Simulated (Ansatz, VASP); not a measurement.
TePb: VASP beside Ansatz

```xyz
6
Lattice="4.6195 0.0000 0.0000 0.0000 4.6195 0.0000 0.0000 0.0000 22.5329" Properties=species:S:1:pos:R:3 pbc="T T T"
Pb    1.1549    1.1549    8.0000
Pb    3.4646    3.4646   11.2665
Pb    1.1549    1.1549   14.5329
Te    3.4646    3.4646    8.0000
Te    1.1549    1.1549   11.2665
Te    3.4646    3.4646   14.5329
```

Alike in both runs: task single point; functional r2SCAN; k mesh 7 × 7 × 1; occupations fermi-dirac, width 0.02 eV; no spin polarisation.

|  | VASP | Ansatz |
| --- | --- | --- |
| version | VASP 6.6.1 | Ansatz 0.2.0 |
| potentials or method | VASP PAW PBE potentials, release 64 (Pb_d, Te) | PAW with Ansatz's default frozen-core files, scalar-relativistic |
| plane-wave cutoff (eV) | 520 | 500 |
| valence electrons in the cell | 60 | 90 |

Ansatz gave:

* gap on the k mesh at the Fermi level (eV): 1.18
* rms of the force components (eV/Å): 0.138

Question: Which values does VASP return?

Answer: gap on the k mesh at the Fermi level (eV): 1.18; rms of the force components (eV/Å): 0.136.

VASP's potentials were made for PBE, not for r2SCAN. The functional is the same, so the differences come from potentials, cutoffs and numerics. VASP's potentials hold 60 valence electrons a cell and Ansatz's 90, so a difference there can come from the potentials and not from the codes.

Neither program's run includes spin-orbit coupling.
